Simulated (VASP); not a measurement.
A run of VASP 6.6.1 is set up as follows.

The input INCAR:

```
SYSTEM = Dy3Br
ALGO = Normal ; EDIFF = 1E-6
ENCUT = 500 ; GGA = PE
GGA_COMPAT = .FALSE. ; ISIF = 2
ISMEAR = 0 ; LASPH = .TRUE.
LCHARG = .TRUE. ; LELF = .TRUE.
LMAXMIX = 6 ; LREAL = .FALSE.
LVHAR = .TRUE. ; LWAVE = .FALSE.
NBANDS = 25 ; NELM = 200
PREC = Accurate ; SIGMA = 0.1
```

File KPOINTS:

```
k-points
0
G
  6 6 2
  0 0 0
```

The input POSCAR:

```
Dy3Br
1.0
    1.9144766100     -2.6810903000      0.0000000000
    1.9144766100      2.6810903000      0.0000000000
    0.0000000000      0.0000000000     10.9568589600
Dy Br
3 1
Direct
    0.5000000000      0.5000000000      0.7467060100
    0.0000000000      0.0000000000      0.5000000000
    0.5000000000      0.5000000000      0.2532939900
    0.0000000000      0.0000000000      0.0000000000
```

Potentials or basis: VASP PAW PBE potentials, release 64 (Dy_3, Br), 4f in core.

Command:

```sh
$ cat potpaw_PBE.64/Dy_3/POTCAR potpaw_PBE.64/Br/POTCAR > POTCAR
$ mpirun -np 1 vasp_std > vasp.out
```

Q: Estimate the largest force.

A: 1.080 eV/Å.

Q: What does it give for the pressure?

A: 3.8 GPa.

Forces on the atoms (eV/Å):
```
Dy   0.000  0.000  1.080
Dy   0.000  0.000  0.000
Dy   0.000  0.000 -1.080
Br   0.000  0.000  0.000
```

Caveat: the cell stands under pressure; spin-orbit coupling is left out, which moves the levels of the heavy elements; the 4f electrons are frozen in the core, so they carry no moment and show no levels; the run has no spin polarisation, though such a crystal can be magnetic; forces of over 1 eV/Å act on the atoms, so gaps and moduli don't describe the material at rest. Spin polarisation is off, so any magnetic state and its effect on volume and gap are missing.
